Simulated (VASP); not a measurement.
Here is a VASP 6.6.1 calculation.

Contents of POSCAR:

```
BAs
1.0
    3.3660385536      0.0000000000      0.0000000000
   -1.6830192768      2.9150748975      0.0000000000
    0.0000000000      0.0000000000      7.9946505516
B As
2 2
Direct
    0.0000000000      0.0000000000      0.0000000000
    0.3333333333      0.6666666667      0.5000000000
    0.3333333333      0.6666666667      0.0000000000
    0.6666666667      0.3333333333      0.5000000000
```

File INCAR.step1:

```
SYSTEM = BAs
PREC = Accurate ; ENCUT = 620
ISMEAR = 0 ; SIGMA = 0.02
LREAL = .FALSE. ; LASPH = .TRUE.
NELM = 120 ; NBANDS = 26
GGA = PE ; ALGO = Normal
EDIFF = 1E-5 ; LWAVE = .TRUE.
LCHARG = .FALSE. ; GGA_COMPAT = .FALSE.
```

INCAR.step2

```
SYSTEM = BAs
PREC = Accurate ; ENCUT = 620
EDIFF = 1E-6 ; ISMEAR = 0
SIGMA = 0.02 ; LREAL = .FALSE.
LASPH = .TRUE. ; NELM = 120
ALGO = Normal ; ISIF = 2
LWAVE = .FALSE. ; LCHARG = .TRUE.
METAGGA = R2SCAN ; LMIXTAU = .TRUE.
LELF = .TRUE. ; LVHAR = .TRUE.
NBANDS = 26 ; ISTART = 1
GGA_COMPAT = .FALSE.
```

File KPOINTS:

```
regular mesh
0
G
  9 9 4
  0 0 0
```

Potentials or basis: VASP PAW PBE potentials, release 64 (B, As_d).

Run with:

```bash
$ cat potpaw_PBE.64/B/POTCAR potpaw_PBE.64/As_d/POTCAR > POTCAR
$ cp INCAR.step1 INCAR
$ mpirun -np 1 vasp_std > vasp.out
$ cp INCAR.step2 INCAR
$ mpirun -np 1 vasp_std > vasp.out
```

Problem. Predict the band gap on the k mesh.

Solution. 0.84 eV (least direct gap 0.91 eV).

Problem. What does it give for the pressure?

Solution. 0.1 GPa.

Stress tensor (GPa, compression positive):
```
 0.20  0.00  0.00
 0.00  0.20  0.00
 0.00  0.00 -0.03
```

Caveat: the PAW data sets were made with another functional, which shifts forces and pressure a little. A k mesh can miss the band edges.
